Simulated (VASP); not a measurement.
A run of VASP 6.6.1:

File INCAR:

```
  ALGO = Normal
  EDIFF = 1E-7
  ENCUT = 520
  GGA = PS
  ISIF = 2
  ISMEAR = -1
  LASPH = T
  LCHARG = F
  LREAL = F
  LWAVE = F
  NBANDS = 38
  NELM = 80
  PREC = Accurate
  SIGMA = 0.05
```

File KPOINTS:

```
k-points
0
Gamma
  7 7 7
```

POSCAR

```
NbRu3C
1.0
    4.0651380000      0.0000000000      0.0000000000
    0.0000000000      4.0651380000      0.0000000000
    0.0000000000      0.0000000000      4.0651380000
Ru Nb C
3 1 1
Direct
    0.5000000000      0.5000000000      0.0000000000
    0.5000000000      0.0000000000      0.5000000000
    0.0000000000      0.5000000000      0.5000000000
    0.0000000000      0.0000000000      0.0000000000
    0.5000000000      0.5000000000      0.5000000000
```

Potentials or basis: VASP PAW PBE potentials, release 64 (Ru_pv, Nb_sv, C).

Launch:

```sh
$ cat potpaw_PBE.64/Ru_pv/POTCAR potpaw_PBE.64/Nb_sv/POTCAR potpaw_PBE.64/C/POTCAR > POTCAR
$ mpirun -np 1 vasp_std > vasp.out
```

Hardware: 1 thread of AMD EPYC 7R43 64-Core Processor (Zen 3), with other jobs on the host.

Estimate the wall time of this run.

Run time: 64 s on 1 thread of AMD EPYC 7R43 64-Core Processor (Zen 3) (shared host), peak memory 0.15 GiB. Counts: scf iterations 17, k points 20.
